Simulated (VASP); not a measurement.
Si: single point with r2SCAN

Si:

```
Si
1.0
     2.66533    0.00000    0.00000
    -1.33266    2.30824    0.00000
     0.00000    0.00000    4.59824
Si
2
Cartesian
  0.0000 1.5388 1.1496
  1.3327 0.7694 3.4487
```

This isn't the form of Si at room conditions, which is diamond.

| Quantity | Value |
| --- | --- |
| Program | VASP 6.6.1 |
| Task | single point |
| Functional | r2SCAN |
| Potentials or basis | VASP PAW PBE potentials, release 64 (Si) |
| Cutoff | 520 eV |
| k mesh | 18 × 18 × 10 |
| Occupations | gaussian, width 0.1 eV |
| Spin | no spin polarisation |
| Dipole correction | no |
| Further INCAR settings | ALGO = Normal; EDIFF = 1e-07; NBANDS = 11 |

```
Pressure               : -2.5 GPa
Band gap on the k mesh : zero (bands 4 and 5 overlap by 13.86 eV)
```

Levels at points of the mesh, in eV from the Fermi level:
```tsv
k point	band 1	band 2	band 3	band 4	band 5	band 6	band 7	band 8
(0.00, 0.00, 0.00)	-15.58	-8.90	-7.85	9.95	9.95	10.84	11.15	11.15
(0.50, 0.00, 0.00)	-8.70	-8.17	-2.22	-1.75	-1.61	-0.04	4.23	6.54
(0.00, 0.00, 0.50)	-13.76	-13.76	0.29	0.29	11.35	11.35	11.35	11.35
(0.50, 0.00, 0.50)	-7.00	-7.00	-6.34	-6.34	5.80	5.80	5.98	5.98
```

It took 3.8 min on 1 thread of Intel Xeon 8259CL (shared host), peak memory 0.18 GiB.

Caveat: the PAW data sets were made with another functional, which shifts forces and pressure a little.
